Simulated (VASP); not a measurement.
# Mg (I4/mmm) in VASP: a series of runs

The runs below take Mg through single point, with LDA.

All numbers are computed with VASP 6.6.1; they aren't measurements. Logs are shortened: lines on timing, memory, paths and dates and some standing lists are left out, and cuts for length are marked.

## Step 1: The cell of the first run

It takes space group I4/mmm (No. 139, tetragonal). The conventional cell has a = 3.647 Å, b = 3.647 Å, c = 3.336 Å, α = 90.00°, β = 90.00°, γ = 90.00°. Within 4.0 Å of Mg (site symmetry 4/mmm) lie 14 Mg at 3.07 to 3.65 Å.

## Step 2: Single point, LDA

The input, INCAR:

```
  ALGO = Normal
  EDIFF = 1E-6
  ENCUT = 520
  GGA = CA
  ISIF = 2
  ISMEAR = -1
  LASPH = T
  LCHARG = T
  LELF = T
  LREAL = F
  LVHAR = T
  LWAVE = F
  NBANDS = 7
  NELM = 80
  PREC = Accurate
  SIGMA = 0.05
```

The input, KPOINTS:

```
k-points
0
Gamma
  11 11 11
```

The input, POSCAR:

```
Mg
1.0
   -1.8236691672      1.8236691672      1.6681325125
    1.8236691672     -1.8236691672      1.6681325125
    1.8236691672      1.8236691672     -1.6681325125
Mg
1
Direct
    0.0000000000      0.0000000000      0.0000000000
```

Potentials or basis: VASP PAW LDA potentials, release 64 (Mg).

Launch:

```console
$ cat potpaw_LDA.64/Mg/POTCAR > POTCAR
$ mpirun -np 1 vasp_std > vasp.out
```

OUTCAR:

```text
EDIFF = 1E-6
   ENCUT = 520
   GGA = CA
   ISIF = 2
   ISMEAR = -1
   LASPH = T
   LREAL = F
   NELM = 80
   PREC = Accurate

 ion  position               nearest neighbor table
   1  0.000  0.000  0.000-

  LATTYP: Found a body centered tetragonal cell.
 ALAT       =     3.6473383344
 C/A-ratio  =     0.9147122419

  Lattice vectors:

 A1 = (  -1.8236691672,   1.8236691672,   1.6681325125)
 A2 = (   1.8236691672,  -1.8236691672,   1.6681325125)
 A3 = (   1.8236691672,   1.8236691672,  -1.6681325125)

Analysis of symmetry for initial positions (statically):
=====================================================================
 Subroutine PRICEL returns:
 Original cell was already a primitive cell.

 Routine SETGRP: Setting up the symmetry group for a
 body centered tetragonal supercell.

 Subroutine GETGRP returns: Found 16 space group operations
 (whereof 16 operations were pure point group operations)
 out of a pool of 16 trial point group operations.

The static configuration has the point symmetry D_4h.

Analysis of symmetry for dynamics (positions and initial velocities):
=====================================================================
 Subroutine PRICEL returns:
 Original cell was already a primitive cell.

 Routine SETGRP: Setting up the symmetry group for a
 body centered tetragonal supercell.

 Subroutine GETGRP returns: Found 16 space group operations
 (whereof 16 operations were pure point group operations)
 out of a pool of 16 trial point group operations.

The dynamic configuration has the point symmetry D_4h.

 Subroutine INISYM returns: Found 16 space group operations
 (whereof 16 operations are pure point group operations),
 and found     1 'primitive' translations

----------------------------------------------------------------------------------------

                                     Primitive cell

  volume of cell :      22.1913

  direct lattice vectors                    reciprocal lattice vectors
    -1.823669167  1.823669167  1.668132512     0.000000000  0.274172536  0.299736380
     1.823669167 -1.823669167  1.668132512     0.274172536  0.000000000  0.299736380
     1.823669167  1.823669167 -1.668132512     0.274172536  0.274172536  0.000000000

  length of vectors
     3.071515024  3.071515024  3.071515024     0.406217278  0.406217278  0.387738519

  position of ions in fractional coordinates (direct lattice)
     0.000000000  0.000000000  0.000000000

  ion indices of the primitive-cell ions
   primitive index   ion index
                 1           1

----------------------------------------------------------------------------------------

 KPOINTS: k-points

Automatic generation of k-mesh.
 Grid dimensions read from file:
 generate k-points for:   11   11   11

 Generating k-lattice:

  Cartesian coordinates                     Fractional coordinates (reciprocal lattice)
     0.000000000  0.024924776  0.027248762     0.090909091 -0.000000000  0.000000000
     0.024924776  0.000000000  0.027248762    -0.000000000  0.090909091  0.000000000
     0.024924776  0.024924776  0.000000000     0.000000000  0.000000000  0.090909091

  Length of vectors
     0.036928843  0.036928843  0.035248956

  Shift w.r.t. Gamma in fractional coordinates (k-lattice)
     0.000000000  0.000000000  0.000000000

 Subroutine IBZKPT returns following result:
 ===========================================

 Found    126 irreducible k-points:

 Following reciprocal coordinates:
            Coordinates               Weight
  0.000000  0.000000  0.000000      1.000000
  0.090909  0.000000  0.000000      8.000000
  0.181818  0.000000 -0.000000      8.000000
  0.272727  0.000000 -0.000000      8.000000
  0.363636  0.000000 -0.000000      8.000000
  0.454545  0.000000 -0.000000      8.000000
[... 16 lines left out ...]
 -0.272727  0.181818  0.000000     16.000000
 -0.181818  0.181818  0.000000      4.000000
 [... further k-points ...]
   k-points           NKPTS =    126   k-points in BZ     NKDIM =    126   number of bands    NBANDS=      7
   number of dos      NEDOS =    301   number of ions     NIONS =      1
   total plane-waves  NPLWV =  13824
   dimension x,y,z NGX =    24 NGY =   24 NGZ =   24
   dimension x,y,z NGXF=    48 NGYF=   48 NGZF=   48
   ions per type =               1
   NGX,Y,Z   is equivalent  to a cutoff of  12.99, 12.99, 12.99 a.u.
   NGXF,Y,Z  is equivalent  to a cutoff of  25.98, 25.98, 25.98 a.u.
 SYSTEM =  unknown system
   PREC   = accura    normal or accurate (medium, high low for compatibility)
   ISTART =      0    job   : 0-new  1-cont  2-samecut
   ICHARG =      2    charge: 1-file 2-atom 10-const
   ISPIN  =      1    spin polarized calculation?
   LNONCOLLINEAR =      F non collinear calculations
   LSORBIT =      F    spin-orbit coupling
   LASPH  =      T    aspherical Exc in radial PAW
   ENCUT  =  520.0 eV  38.22 Ry    6.18 a.u.   5.71  5.71  5.71*2*pi/ulx,y,z
   NELM   =     80;   NELMIN=  2; NELMDL= -5     # of ELM steps
   EDIFF  = 0.1E-05   stopping-criterion for ELM
   LREAL  =      F    real-space projection
   EDIFFG = 0.1E-04   stopping-criterion for IOM
   NSW    =      0    number of steps for IOM
   IBRION =     -1    ionic relax: 0-MD 1-quasi-New 2-CG
   NFREE  =      0    steps in history (QN), initial steepest desc. (CG)
   ISIF   =      2    stress and relaxation
   ISYM   =      2    0-nonsym 1-usesym 2-fastsym
   POTIM  = 0.5000    time-step for ionic-motion
   TEBEG  =    0.0;   TEEND  =   0.0 temperature during run
   PSTRESS=    0.0 pullay stress
   NELECT =       2.0000    total number of electrons
   NUPDOWN=      -1.0000    fix difference up-down
   EMIN   =  10.00;   EMAX   =-10.00  energy-range for DOS
   EFERMI =   0.00;   METHOD = LEGACY
   ISMEAR =    -1;   SIGMA  =   0.05  broadening in eV -4-tet -1-fermi 0-gaus
   EFERMI_NEDOS =   21; number of points for ismear=-14 and -15
   IALGO  =     38    algorithm
   IMIX   =      4    mixing-type and parameters
     AMIX     =   0.40;   BMIX     =  1.00
     AMIX_MAG =   1.60;   BMIX_MAG =  1.00
  volume/ion in A,a.u.               =      22.19       149.75
  Fermi-wavevector in a.u.,A,eV,Ry     =   0.733991  1.387041  7.330037  0.538742
  Thomas-Fermi vector in A             =   1.826834
   LORBIT       =      0    0 simple, 1 ext, 2 COOP (PROOUT), +10 PAW based schemes
   GGA     = CA    functional components
   LHFCALC =     F    Hartree Fock is set to
   AEXX    =    0.0000 exact exchange contribution
   IVDW    =     0    specifies the selected vdW correction
   LEPSILON=     F    determine dielectric tensor
   LRPA    =     F    only Hartree local field effects (RPA)
 non-spin polarized calculation
  energy-cutoff  :      520.00
  volume of cell :       22.19
 maximum number of plane-waves:       612
   NGX = 11   NGY = 11   NGZ = 11

 number of electron       2.0000000 magnetization

 Free energy of the ion-electron system (eV)
  ---------------------------------------------------
  ext. energy  EPLUGINS =         0.00000000
  ---------------------------------------------------
  free energy    TOTEN  =        -1.78082590 eV

  energy without entropy =       -1.77744260  energy(sigma->0) =       -1.77913425

 E-fermi :   2.6811     XC(G=0):  -8.7920

 val. band max:        2.6229802841   @ k =   0.3636   0.3636  -0.0000
 cond. band min:       2.7289410653   @ k =   0.4545   0.3636  -0.0000
 fundamental gap:      0.1059607811
 Fermi energy:         2.6811284914

 k-point     1 :       0.0000    0.0000    0.0000
  band No.  band energies     occupation
      1      -4.4161      2.00000
      2      14.6729      0.00000
      3      16.5272      0.00000
      4      16.5272      0.00000
      5      16.9395      0.00000
      6      17.0882      0.00000
      7      17.0882      0.00000

 k-point     2 :       0.0909    0.0000    0.0000
  band No.  band energies     occupation
      1      -4.2107      2.00000
      2      13.8941      0.00000
      3      14.3954      0.00000
      4      15.5064      0.00000
      5      15.6455      0.00000
      6      17.5561      0.00000
      7      18.1795      0.00000

 k-point     3 :       0.1818    0.0000   -0.0000
  band No.  band energies     occupation
      1      -3.5972      2.00000
      2      11.1424      0.00000
      3      12.7802      0.00000
      4      14.0658      0.00000
      5      14.4388      0.00000
      6      16.3541      0.00000
      7      18.9475      0.00000

 k-point     4 :       0.2727    0.0000   -0.0000
  band No.  band energies     occupation
      1      -2.5837      2.00000
      2       8.0509      0.00000
      3      11.8848      0.00000
      4      12.9037      0.00000
      5      13.4973      0.00000
      6      15.3303      0.00000
      7      19.6346      0.00000

 k-point     5 :       0.3636    0.0000   -0.0000
  band No.  band energies     occupation
      1      -1.1845      2.00000
      2       5.2523      0.00000
      3      11.2765      0.00000
      4      12.1158      0.00000
      5      12.8701      0.00000
      6      14.5724      0.00000
      7      20.5306      0.00000
[... 161 lines left out ...]
 k-point    22 :      -0.3636    0.1818    0.0000
  band No.  band energies     occupation
      1      -2.1233      2.00000
      2       7.4275      0.00000
      3       9.0257      0.00000
      4      12.6718      0.00000
      5      15.2614      0.00000
      6      17.9397      0.00000
      7      19.9382      0.00000

 k-point    23 :      -0.2727    0.1818    0.0000
  band No.  band energies     occupation
      1      -3.0958      2.00000
      2       8.4738      0.00000
      3      12.0125      0.00000
      4      13.8474      0.00000
      5      15.8552      0.00000
      6      16.9613      0.00000
      7      18.7221      0.00000

 k-point    24 :      -0.1818    0.1818    0.0000
  band No.  band energies     occupation
      1      -3.6697      2.00000
      2       9.7980      0.00000
      3      14.6415      0.00000
      4      14.8393      0.00000
      5      15.9373      0.00000
      6      16.2735      0.00000
      7      17.7549      0.00000

 [... further k-points ...]

------------------------ aborting loop because EDIFF is reached ----------------------------------------

  FORCE on cell =-STRESS in cart. coord.  units (eV):
  Direction    XX          YY          ZZ          XY          YZ          ZX
  --------------------------------------------------------------------------------------
  -------------------------------------------------------------------------------------
  Total       -0.1761818     -0.1761818     -0.1563250      0.0000000     -0.0000000      0.0000000
  in kB      -12.7200515    -12.7200515    -11.2864240      0.0000000     -0.0000000      0.0000000
  external PRESSURE =     -12.2421756 kB  Pullay stress =       0.0000000 kB

 VOLUME and BASIS-vectors are now :
 -----------------------------------------------------------------------------
  energy-cutoff  :      520.00
  volume of cell :       22.19
      direct lattice vectors                 reciprocal lattice vectors
    -1.823669167  1.823669167  1.668132512     0.000000000  0.274172536  0.299736380
     1.823669167 -1.823669167  1.668132512     0.274172536  0.000000000  0.299736380
     1.823669167  1.823669167 -1.668132512     0.274172536  0.274172536  0.000000000

 POSITION                                       TOTAL-FORCE (eV/Angst)
 -----------------------------------------------------------------------------------
      0.00000      0.00000      0.00000        -0.000000     -0.000000      0.000000
 -----------------------------------------------------------------------------------
    total drift:                                0.000000     -0.000000     -0.000000

  FREE ENERGIE OF THE ION-ELECTRON SYSTEM (eV)
  ---------------------------------------------------
  free  energy   TOTEN  =        -1.7808259034 eV

  energy  without entropy=       -1.7774425976  energy(sigma->0) =       -1.77913425
```

Wall time 21 s (1 thread of AMD EPYC 7R13, shared host); peak memory 0.11 GiB.

Results:

| Quantity | Value |
| --- | --- |
| Free energy | -1.7808 eV |
| Pressure | -1.2 GPa |
| Band gap on the k mesh | zero (bands 1 and 2 overlap by 4.40 eV) |

## Step 3: Single point, LDA

This run uses another cell than the first one, of 22.64 Å³/atom.

The input, INCAR:

```
SYSTEM = Mg
PREC = Accurate
ENCUT = 520
EDIFF = 1E-6
ISMEAR = -1
SIGMA = 0.05
LREAL = .FALSE.
LASPH = .TRUE.
NELM = 60
ALGO = Normal
ISIF = 2
LWAVE = .FALSE.
LCHARG = .FALSE.
NBANDS = 7
```

The input, KPOINTS:

```
regular mesh
0
G
  11 11 11
  0 0 0
```

The input, POSCAR:

```
Mg
1.0
   -1.8359916300      1.8359916300      1.6794040200
    1.8359916300     -1.8359916300      1.6794040200
    1.8359916300      1.8359916300     -1.6794040200
Mg
1
Direct
    0.0000000000      0.0000000000      0.0000000000
```

Potentials or basis: VASP PAW LDA potentials, release 64 (Mg).

Launch:

```console
$ cat potpaw_LDA.64/Mg/POTCAR > POTCAR
$ mpirun -np 1 vasp_std > vasp.out
```

It took 25 s on 1 thread of AMD EPYC 7R13, shared host; peak memory 0.11 GiB.

The run converged. Its results:

| Property | Result |
| --- | --- |
| Free energy | -1.7764 eV |
| Pressure | -1.9 GPa |
| Band gap on the k mesh | zero (bands 1 and 2 overlap by 4.38 eV) |

Levels at points of the mesh, in eV from the Fermi level:
```tsv
k point	band 1	band 2	band 3	band 4	band 5	band 6
(0.00, 0.00, 0.00)	-7.00	11.88	13.71	13.71	14.12	14.18
```

(Part 1 of 2 ends here.)
